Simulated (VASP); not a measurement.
# Li (Fm-3m) in VASP: further runs, part 2 of 2

VASP 6.6.1.

## (3) Single point, PBE

This run uses another cell than the first one, of 21.43 Å³/atom.

Contents of INCAR:

```
ALGO     = Normal         # electronic algorithm
EDIFF    = 1E-7           # SCF threshold, eV
ENCUT    = 520            # plane-wave cutoff, eV
GGA      = PE             # functional
ISIF     = 2              # what is computed and relaxed
ISMEAR   = -1             # smearing method
LASPH    = T              # aspherical terms in the spheres
LCHARG   = T              # write CHGCAR
LELF     = T              # ELF
LREAL    = F              # projectors in reciprocal space
LVHAR    = T            
LWAVE    = F              # write WAVECAR
NBANDS   = 8              # bands
NELM     = 100            # most SCF steps
PREC     = Accurate       # precision mode
SIGMA    = 0.06122561905347299 # smearing width, eV
```

Contents of KPOINTS:

```
k-points
0
Gamma
  22 22 22
```

Contents of POSCAR:

```
Li
1.0
    0.0000000000      2.2044552347      2.2044552347
    2.2044552347      0.0000000000      2.2044552347
    2.2044552347      2.2044552347      0.0000000000
Li
1
Direct
    0.0000000000      0.0000000000      0.0000000000
```

Potentials or basis: VASP PAW PBE potentials, release 64 (Li_sv).

Command:

```console
$ cat potpaw_PBE.64/Li_sv/POTCAR > POTCAR
$ mpirun -np 1 vasp_std > vasp.out
```

OUTCAR:

```text
EDIFF = 1E-7
   ENCUT = 520
   GGA = PE
   ISIF = 2
   ISMEAR = -1
   LASPH = T
   LREAL = F
   NELM = 100
   PREC = Accurate

 ion  position               nearest neighbor table
   1  0.000  0.000  0.000-

  LATTYP: Found a face centered cubic cell.
 ALAT       =     4.4089104694

  Lattice vectors:

 A1 = (   0.0000000000,   2.2044552347,   2.2044552347)
 A2 = (   2.2044552347,   0.0000000000,   2.2044552347)
 A3 = (   2.2044552347,   2.2044552347,   0.0000000000)

Analysis of symmetry for initial positions (statically):
=====================================================================
 Subroutine PRICEL returns:
 Original cell was already a primitive cell.

 Routine SETGRP: Setting up the symmetry group for a
 face centered cubic supercell.

 Subroutine GETGRP returns: Found 48 space group operations
 (whereof 48 operations were pure point group operations)
 out of a pool of 48 trial point group operations.

The static configuration has the point symmetry O_h .

Analysis of symmetry for dynamics (positions and initial velocities):
=====================================================================
 Subroutine PRICEL returns:
[... 153 lines left out ...]

 E-fermi :   0.4812     XC(G=0):  -6.9107

 val. band max:        0.4801608496   @ k =   0.5000   0.0000   0.0000
 cond. band min:       0.4952005327   @ k =   0.5000   0.0455   0.0000
 fundamental gap:      0.0150396832
 Fermi energy:         0.4812382078

 k-point     1 :       0.0000    0.0000    0.0000
  band No.  band energies     occupation
      1     -46.1501      2.00000
      2      -3.0134      2.00000
      3      14.2705      0.00000
      4      14.2706      0.00000
      5      14.2706      0.00000
      6      18.0725      0.00000
      7      18.0725      0.00000
      8      18.0725      0.00000
[... 243 lines left out ...]
 k-point    24 :      -0.4545    0.0455    0.0000
  band No.  band energies     occupation
      1     -46.1357      2.00000
      2       0.4192      1.46712
      3       3.3766      0.00000
      4      12.2916      0.00000
      5      12.5530      0.00000
      6      15.7337      0.00000
      7      16.6671      0.00000
      8      18.2770      0.00000

 [... further k-points ...]
[... 5 lines left out ...]
  --------------------------------------------------------------------------------------
  -------------------------------------------------------------------------------------
  Total       -0.1053702     -0.1053702     -0.1053702      0.0000000      0.0000000      0.0000000
  in kB       -7.8794270     -7.8794270     -7.8794270      0.0000000      0.0000000      0.0000000
  external PRESSURE =      -7.8794270 kB  Pullay stress =       0.0000000 kB

 VOLUME and BASIS-vectors are now :
 -----------------------------------------------------------------------------
  energy-cutoff  :      520.00
  volume of cell :       21.43
      direct lattice vectors                 reciprocal lattice vectors
     0.000000000  2.204455235  2.204455235    -0.226813406  0.226813406  0.226813406
     2.204455235  0.000000000  2.204455235     0.226813406 -0.226813406  0.226813406
     2.204455235  2.204455235  0.000000000     0.226813406  0.226813406 -0.226813406

 POSITION                                       TOTAL-FORCE (eV/Angst)
 -----------------------------------------------------------------------------------
      0.00000      0.00000      0.00000         0.000000     -0.000000      0.000000
 -----------------------------------------------------------------------------------
    total drift:                                0.000000      0.000000     -0.000000

  FREE ENERGIE OF THE ION-ELECTRON SYSTEM (eV)
  ---------------------------------------------------
  free  energy   TOTEN  =        -1.9067977211 eV

  energy  without entropy=       -1.9004728138  energy(sigma->0) =       -1.90363527
```

OSZICAR:

```text
N       E                     dE             d eps       ncg     rms          rms(c)
DAV:   1    -0.328443617331E-01   -0.32844E-01   -0.70898E+02  5264   0.255E+02
DAV:   2    -0.187860766064E+01   -0.18458E+01   -0.17928E+01  7624   0.351E+01
DAV:   3    -0.190817790905E+01   -0.29570E-01   -0.29540E-01  6072   0.338E+00
DAV:   4    -0.190859027513E+01   -0.41237E-03   -0.41236E-03  8328   0.342E-01
DAV:   5    -0.190859184289E+01   -0.15678E-05   -0.15677E-05  6272   0.137E-02    0.251E-01
DAV:   6    -0.190739015639E+01    0.12017E-02   -0.28035E-04  8616   0.690E-02    0.142E-01
DAV:   7    -0.190680104482E+01    0.58911E-03   -0.66383E-04  8320   0.103E-01    0.276E-02
DAV:   8    -0.190680066818E+01    0.37664E-06   -0.73911E-06  6248   0.186E-02    0.161E-03
DAV:   9    -0.190679870700E+01    0.19612E-05   -0.37126E-07  8288   0.528E-03    0.456E-04
DAV:  10    -0.190679774339E+01    0.96361E-06   -0.32575E-08  4312   0.130E-03    0.175E-04
DAV:  11    -0.190679772108E+01    0.22309E-07   -0.60560E-09  3312   0.596E-04
   1 F= -.19067977E+01 E0= -.19036353E+01  d E =-.632491E-02
```

stdout:

```text
POSCAR found type information on POSCAR Li
 POSCAR found :  1 types and       1 ions
 scaLAPACK will be used
 LDA part: xc-table for (Slater+PW92), standard interpolation
 POSCAR, INCAR and KPOINTS ok, starting setup
 FFT: planning ... GRIDC
 FFT: planning ... GRID_SOFT
 FFT: planning ... GRID
 WAVECAR not read
 entering main loop
```

It took 22 s on 1 thread of Intel Xeon Platinum 8259CL at 2.50GHz (Skylake/Cascade Lake), shared host; peak memory 0.16 GiB.

What came out:

```
Free energy            : -1.9068 eV
Band gap on the k mesh : zero (an odd number of electrons rules out a gap without spin polarisation)
```

Levels at points of the mesh, in eV from the Fermi level:
```
           k point  band 1  band 2  band 3  band 4  band 5  band 6
(0.00, 0.00, 0.00)  -46.63   -3.49   13.79   13.79   13.79   17.59
(0.50, 0.00, 0.00)  -46.62    0.00    2.74   12.14   12.14   16.00
(0.50, 0.50, 0.00)  -46.61    1.48    4.50    8.12    8.12   10.27
```

Caveat: the cutoff is under 1.25 times the usual one of these potentials, so pressure, stress and relaxed cells hold a basis-set (Pulay) error.

## (4) Single point, PBE

This run uses another cell than the first one, of 19.00 Å³/atom.

Contents of INCAR:

```
SYSTEM = Li
ALGO = Normal
EDIFF = 1E-6
ENCUT = 520
GGA = PE
ISIF = 2
ISMEAR = -1
LASPH = .True.
LCHARG = .False.
LREAL = .False.
LWAVE = .False.
NBANDS = 8
NELM = 100
PREC = Accurate
SIGMA = 0.06122561905347299
```

Contents of KPOINTS:

```
k-points
0
Gamma
  43 43 43
  0 0 0
```

Contents of POSCAR:

```
Li
1.0
    0.0000000000      2.1179154260      2.1179154260
    2.1179154260      0.0000000000      2.1179154260
    2.1179154260      2.1179154260      0.0000000000
Li
1
Direct
    0.0000000000      0.0000000000      0.0000000000
```

Command:

```console
$ cat potpaw_PBE.64/Li_sv/POTCAR > POTCAR
$ mpirun -np 1 vasp_std > vasp.out
```

Wall time 1.9 min (1 thread of Intel Xeon Platinum 8259CL at 2.50GHz (Skylake/Cascade Lake), shared host); peak memory 0.33 GiB.

Results (log left out):

* Free energy: -1.9055 eV
* Band gap on the k mesh: zero (an odd number of electrons rules out a gap without spin polarisation)

Levels at points of the mesh, in eV from the Fermi level:
| k point | band 1 | band 2 | band 3 | band 4 | band 5 | band 6 |
| --- | --- | --- | --- | --- | --- | --- |
| (0.00, 0.00, 0.00) | -46.41 | -3.64 | 15.03 | 15.03 | 15.03 | 19.01 |

Caveat: the cutoff is under 1.25 times the usual one of these potentials, so pressure, stress and relaxed cells hold a basis-set (Pulay) error.

## (5) Single point, PBE

This run uses another cell than the first one, of 19.40 Å³/atom.

Contents of INCAR:

```
SYSTEM = Li
ALGO     = Normal         ! electronic algorithm
EDIFF    = 1E-6           ! SCF threshold, eV
ENCUT    = 520            ! plane-wave cutoff, eV
GGA      = PE             ! functional
ISIF     = 2              ! what is computed and relaxed
ISMEAR   = -1             ! smearing method
LASPH    = .TRUE.         ! aspherical terms in the spheres
LCHARG   = .FALSE.        ! write CHGCAR
LREAL    = .FALSE.        ! projectors in reciprocal space
LWAVE    = .FALSE.        ! write WAVECAR
NBANDS   = 8              ! bands
NELM     = 80             ! most SCF steps
PREC     = Accurate       ! precision mode
SIGMA    = 0.06122561905347299 ! smearing width, eV
```

Contents of KPOINTS:

```
k-points
0
G
  43 43 43
  0 0 0
```

Contents of POSCAR:

```
Li
1.0
    0.0000000000      2.1328308148      2.1328308148
    2.1328308148      0.0000000000      2.1328308148
    2.1328308148      2.1328308148      0.0000000000
Li
1
Direct
    0.0000000000      0.0000000000      0.0000000000
```

Command:

```console
$ cat potpaw_PBE.64/Li_sv/POTCAR > POTCAR
$ mpirun -np 1 vasp_std > vasp.out
```

It took 1.8 min on 1 thread of Intel Xeon Platinum 8259CL at 2.50GHz (Skylake/Cascade Lake), shared host; peak memory 0.33 GiB.

The run converged. Its results:

| Quantity | Value |
| --- | --- |
| Free energy | -1.9076 eV |
| Band gap on the k mesh | zero (an odd number of electrons rules out a gap without spin polarisation) |

Levels at points of the mesh, in eV from the Fermi level:
```tsv
k point	band 1	band 2	band 3	band 4	band 5
(0.00, 0.00, 0.00)	-46.45	-3.61	14.81	14.81	14.81
```

Caveat: the cutoff is under 1.25 times the usual one of these potentials, so pressure, stress and relaxed cells hold a basis-set (Pulay) error.

## (6) Overview

```csv
cell,k mesh,gap on the mesh (eV)
"a = 3.098 Å, angles 60.0°, 1 atom",22 × 22 × 22,none
"a = 3.118 Å, angles 60.0°, 1 atom",22 × 22 × 22,none
"a = 2.995 Å, angles 60.0°, 1 atom",43 × 43 × 43,none
"a = 3.016 Å, angles 60.0°, 1 atom",43 × 43 × 43,none
```

Alike in all rows: task single point; level PBE; potentials or basis VASP PAW PBE potentials, release 64 (Li_sv); no spin polarisation; cutoff (eV) 520; smearing fermi-dirac 0.0612256 eV.

Caveats: the cutoff is under 1.25 times the usual one of these potentials, so pressure, stress and relaxed cells hold a basis-set (Pulay) error.

Absolute energies hang on the potentials; compare differences alone.
